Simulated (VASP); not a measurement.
Input of a VASP 6.6.1 run:

The input INCAR:

```
ALGO = Normal
EDIFF = 1E-7
ENCUT = 520
GGA = PS
ISIF = 2
ISMEAR = -1
LASPH = True
LCHARG = False
LREAL = False
LWAVE = False
NBANDS = 13
NELM = 100
PREC = Accurate
SIGMA = 0.05
```

Contents of KPOINTS:

```
k-points
0
Gamma
  4 4 6
```

POSCAR

```
MgH2
1.0
    4.4756124791      0.0000571963     -0.0002786608
    0.0000505910      4.4772870329      0.0000944888
   -0.0001854879      0.0000662899      3.0077610304
Mg H
2 4
Direct
   -0.0006385735     -0.0132045472     -0.0003933280
    0.4993650234      0.4867897785      0.4995956747
    0.3032540179      0.2919075349     -0.0004172141
    0.1954722039      0.7919001613      0.4996298436
    0.8032666527      0.1816830724      0.4995869409
    0.6955035744      0.6816462112     -0.0003863991
```

Potentials or basis: VASP PAW PBE potentials, release 64 (Mg, H).

Run with:

```console
$ cat potpaw_PBE.64/Mg/POTCAR potpaw_PBE.64/H/POTCAR > POTCAR
$ mpirun -np 1 vasp_std > vasp.out
```

(1) What does it give for the band gap on the k mesh?

(2) Estimate the pressure.

Answers

(1) 3.70 eV, indirect (least direct gap 4.55 eV).

(2) -0.2 GPa.

Caveat: the PAW data sets were made with another functional, which shifts forces and pressure a little.
